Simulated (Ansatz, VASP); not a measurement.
## One calculation of BeS, two programs

The input POSCAR:

```
BeS
1.0
    0.0000000000      2.3846125655      2.3846125655
    2.3846125655      0.0000000000      2.3846125655
    2.3846125655      2.3846125655      0.0000000000
Be S
1 1
Direct
    0.0000000000      0.0000000000      0.0000000000
    0.2500000000      0.2500000000      0.2500000000
```

File INCAR.step1:

```
ALGO     = Normal         # electronic algorithm
EDIFF    = 1E-4           # SCF threshold, eV
ENCUT    = 520            # plane-wave cutoff, eV
GGA      = PE             # functional
ISMEAR   = 0              # smearing method
LASPH    = T              # aspherical terms in the spheres
LCHARG   = F              # write CHGCAR
LREAL    = F              # projectors in reciprocal space
LWAVE    = T              # write WAVECAR
NBANDS   = 11             # bands
NELM     = 60             # most SCF steps
PREC     = Accurate       # precision mode
SIGMA    = 0.01           # smearing width, eV
```

Contents of INCAR.step2:

```
ALGO     = Normal         # electronic algorithm
EDIFF    = 1E-6           # SCF threshold, eV
ENCUT    = 520            # plane-wave cutoff, eV
ISIF     = 2              # what is computed and relaxed
ISMEAR   = 0              # smearing method
ISTART   = 1            
LASPH    = T              # aspherical terms in the spheres
LCHARG   = T              # write CHGCAR
LELF     = T              # ELF
LMIXTAU  = T            
LREAL    = F              # projectors in reciprocal space
LVHAR    = T            
LWAVE    = F              # write WAVECAR
METAGGA  = R2SCAN         # meta-GGA
NBANDS   = 11             # bands
NELM     = 60             # most SCF steps
PREC     = Accurate       # precision mode
SIGMA    = 0.01           # smearing width, eV
```

File KPOINTS:

```
k-points
0
Gamma
  8 8 8
```

Input for Ansatz:

```yaml
crystal:
  lattice:
    - [0.0, 2.3846125655, 2.3846125655]
    - [2.3846125655, 0.0, 2.3846125655]
    - [2.3846125655, 2.3846125655, 0.0]
  atoms:
    - { symbol: Be, position: [0.0, 0.0, 0.0] }
    - { symbol: S, position: [0.25, 0.25, 0.25] }
kpoints:
  mp_grid: { grid: [8, 8, 8] }
hamiltonian:
  xc: r2scan
scf:
  occupations: { method: fixed }
  n_extra_bands: 4
output:
  forces: true
  stress: true
  eigenvalues: true
```

Alike in both runs: task single point; functional r2SCAN; k mesh 8 × 8 × 8; no spin polarisation.

|  | VASP | Ansatz |
| --- | --- | --- |
| version | VASP 6.6.1 | Ansatz 0.2.0 |
| potentials or method | VASP PAW PBE potentials, release 64 (Be, S) | plane waves, PAW |
| plane-wave cutoff (eV) | 520 | 500 |
| occupations | gaussian, width 0.01 eV | fixed |
| valence electrons in the cell | 8 | 8 |

|  | VASP | Ansatz | Ansatz less VASP |
| --- | --- | --- | --- |
| gap on the k mesh at the Fermi level (eV) | 3.45 | 3.44 | -0.009 |
| pressure (GPa) | 7.1 | 6.8 | -0.30 |

VASP's potentials were made for PBE, not for r2SCAN.
